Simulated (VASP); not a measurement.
Crystal: AlCl.

```
CELL_PARAMETERS angstrom
3.30259 0.00000 0.00000
0.00000 3.90624 0.00000
0.00000 0.00000 8.59245
ATOMIC_POSITIONS crystal
Al 0.00000 0.00000 0.43034
Al 0.50000 0.50000 0.56966
Cl 0.00000 0.00000 0.18664
Cl 0.50000 0.50000 0.81336
```

* Program: VASP 6.6.1
* Task: relaxation of cell and atoms
* Functional: PBE
* Potentials or basis: VASP PAW PBE potentials, release 64 (Al, Cl)
* Cutoff: 600 eV
* k mesh: 6 × 4 × 2
* Occupations: gaussian, width 0.1 eV
* Spin: no spin polarisation

At the start: pressure -0.2 GPa; volume 27.71 Å³/atom.

Task: How do energy, volume and symmetry change on relaxing?

Result: Over 8 steps the energy falls by 10.8 meV/atom and the volume is 27.40 Å³/atom (-1.1 %); space group Pmmn (No. 59, to 0.05 Å).

Step by step:
```
step  energy change (eV)  largest force (eV/Å)  pressure (GPa)  volume (Å³)
   1              0.0000                0.0072           -0.16       110.85
   2             -0.0197                0.0992           -0.20       110.38
   3             -0.0378                0.2587           -0.24       109.49
   4             -0.0384                0.2972           -0.25       109.25
   5             -0.0246                0.5235            1.14       108.05
   6             -0.0412                0.0894            0.14       108.90
   7             -0.0428                0.0436            0.04       109.20
   8             -0.0434                0.0254           -0.11       109.61
```

Final structure:
```
Al Cl
1.0
     3.39598    0.00000    0.00000
     0.00000    3.71310    0.00000
     0.00000    0.00000    8.69219
Al Cl
2 2
Direct
  0.00000 0.00000 0.42803
  0.50000 0.50000 0.57197
  0.00000 0.00000 0.18724
  0.50000 0.50000 0.81276
```

Caveat: the k points lie up to 0.42 Å⁻¹ apart in the final cell; this functional lacks dispersion, which binds the layers, so the pressure and a relaxed spacing across them are unreliable.
